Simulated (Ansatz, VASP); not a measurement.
## One calculation of Al, two programs

File INCAR:

```
SYSTEM = Al
PREC = Accurate
ENCUT = 520
EDIFF = 1E-7
ISMEAR = -1
SIGMA = 0.1
LREAL = .False.
LASPH = .True.
NELM = 80
ALGO = Normal
ISIF = 2
LWAVE = .False.
LCHARG = .False.
GGA = RE
NBANDS = 10
```

Contents of KPOINTS:

```
regular mesh
0
Gamma
  10 10 10
  0 0 0
```

POSCAR

```
Al
1.0
    0.0000000000      2.9591281818      2.9591281818
    2.9591281818      0.0000000000      2.9591281818
    2.9591281818      2.9591281818      0.0000000000
Al
2
Direct
    0.1250000000      0.1250000000      0.1250000000
    0.8750000000      0.8750000000      0.8750000000
```

Input for Ansatz:

```yaml
crystal:
  lattice:
    - [0.0, 2.9591281818, 2.9591281818]
    - [2.9591281818, 0.0, 2.9591281818]
    - [2.9591281818, 2.9591281818, 0.0]
  atoms:
    - { symbol: Al, position: [0.125, 0.125, 0.125] }
    - { symbol: Al, position: [0.875, 0.875, 0.875] }
hamiltonian:
  xc: revpbe
  pseudopotentials:
    kind: paw
    azcp:
      Al: "pseudopotentials/Al.paw.azcp"
basis:
  ecutwfc: 420
  fft_grid_basis: typed
kpoints:
  mp_grid: { grid: [10, 10, 10], shift: [0, 0, 0] }
magnetization:
  spin_polarized: false
scf:
  occupations: { method: fermi_dirac, width: 0.1 }
  lower_state_search: "off"
output:
  stress: true
```

Alike in both runs: task single point; functional revPBE; k mesh 10 × 10 × 10; occupations fermi-dirac, width 0.1 eV; no spin polarisation.

```csv
,VASP,Ansatz
version,VASP 6.6.1,Ansatz 0.2.0
potentials or method,"VASP PAW PBE potentials, release 64 (Al), cutoff 520 eV","plane waves (420 eV) with PAW, scalar-relativistic"
valence electrons in the cell,6,6
```

```tsv
	VASP	Ansatz	Ansatz less VASP
pressure (GPa)	3.5	3.5	+0.07
```

VASP's potentials were made for PBE, not for revPBE. The functional is the same, so the differences come from potentials, cutoffs and numerics.
